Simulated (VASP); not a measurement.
The system is BAs.

```xyz
2
Lattice="0.0000 2.3201 2.3201 2.3201 0.0000 2.3201 2.3201 2.3201 0.0000" Properties=species:S:1:pos:R:3 pbc="T T T"
B     0.0000    0.0000    0.0000
As    1.1601    1.1601    1.1601
```

This cell differs from its parent crystal: strain -3.0%.

Base run:

```yaml
Program: VASP 6.6.1
Functional: PBE
Potentials_or_basis: VASP PAW PBE potentials, release 64 (B, As)
Cutoff: 520 eV
k_mesh: 6 × 6 × 6
Occupations: gaussian, width 0.01 eV
Spin: no spin polarisation
```

Its results: band gap on the k mesh 1.20 eV, indirect (least direct gap 3.39 eV); pressure 18.6 GPa.

**Question.** The run is repeated on the same cell with these changes: functional from PBE to r2SCAN; k mesh from 6 × 6 × 6 to 10 × 10 × 10. What comes out?

**Answer.** Band gap on the k mesh 1.27 eV, indirect (least direct gap 3.55 eV); pressure 16.0 GPa.

Several settings changed at once, so the effect can't be laid on one alone.

Caveats: the PAW data sets were made with another functional, which shifts forces and pressure a little (some runs).

A k mesh can miss the band edges.
